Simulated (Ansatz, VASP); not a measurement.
# One calculation of Ti3Al, two programs

Contents of INCAR:

```
PREC = Accurate
ENCUT = 600
EDIFF = 1E-7
ISMEAR = 0
SIGMA = 0.1
LREAL = False
LASPH = True
NELM = 100
ALGO = Normal
ISIF = 3
LWAVE = False
LCHARG = False
GGA = PE
IBRION = 2
NSW = 90
EDIFFG = -0.04
```

KPOINTS

```
Automatic mesh
0
Gamma
  6 6 6
```

POSCAR

```
Ti3Al
1.0
    2.1403160300      1.2357120400      3.9214052200
   -2.1403160300      1.2357120400      3.9214052200
    0.0000000000     -2.4714240800      3.9214052200
Ti Al
3 1
Direct
    0.0000000000      0.0000000000      0.5000000000
    0.5000000000      0.0000000000      0.0000000000
    0.0000000000      0.5000000000      0.0000000000
    0.5000000000      0.5000000000      0.5000000000
```

Input for Ansatz:

```yaml
crystal:
  lattice:
    - [2.14031603, 1.23571204, 3.92140522]
    - [-2.14031603, 1.23571204, 3.92140522]
    - [0.0, -2.47142408, 3.92140522]
  atoms:
    - { symbol: Ti, position: [0.0, 0.0, 0.5] }
    - { symbol: Ti, position: [0.5, 0.0, 0.0] }
    - { symbol: Ti, position: [0.0, 0.5, 0.0] }
    - { symbol: Al, position: [0.5, 0.5, 0.5] }
basis:
  ecutwfc: 420
kpoints:
  mp_grid: { grid: [6, 6, 6] }
hamiltonian:
  xc: pbe
scf:
  occupations: { method: gaussian, width: 0.1 }
  lower_state_search: "off"
output:
  forces: true
  stress: true
  eigenvalues: true
relax:
  adjacent_minimum: "off"
  f_tol: 0.04
  max_steps: 70
  cell: { stress_tol: 0.4 }
```

Alike in both runs: task relaxation of cell and atoms; functional PBE; k mesh 6 × 6 × 6; occupations gaussian, width 0.1 eV; no spin polarisation.

|  | VASP | Ansatz |
| --- | --- | --- |
| version | VASP 6.6.1 | Ansatz 0.2.0 |
| potentials or method | VASP PAW PBE potentials, release 64 (Ti_sv, Al), cutoff 600 eV | scalar-relativistic, plane waves, PAW |
| valence electrons in the cell | 39 | 39 |

Ansatz gave:

- gap on the k mesh at the Fermi level, each at its own relaxed structure (eV): none
- relaxed volume (Å³/atom): 16.61
- relaxed cell length with the largest relative difference (Å): 4.050

Task: Estimate VASP's values.

Result: gap on the k mesh at the Fermi level, each at its own relaxed structure (eV): none; relaxed volume (Å³/atom): 16.55; relaxed cell length with the largest relative difference (Å): 4.045.

A gap of «none» marks a metal or a gap that the smearing closes.
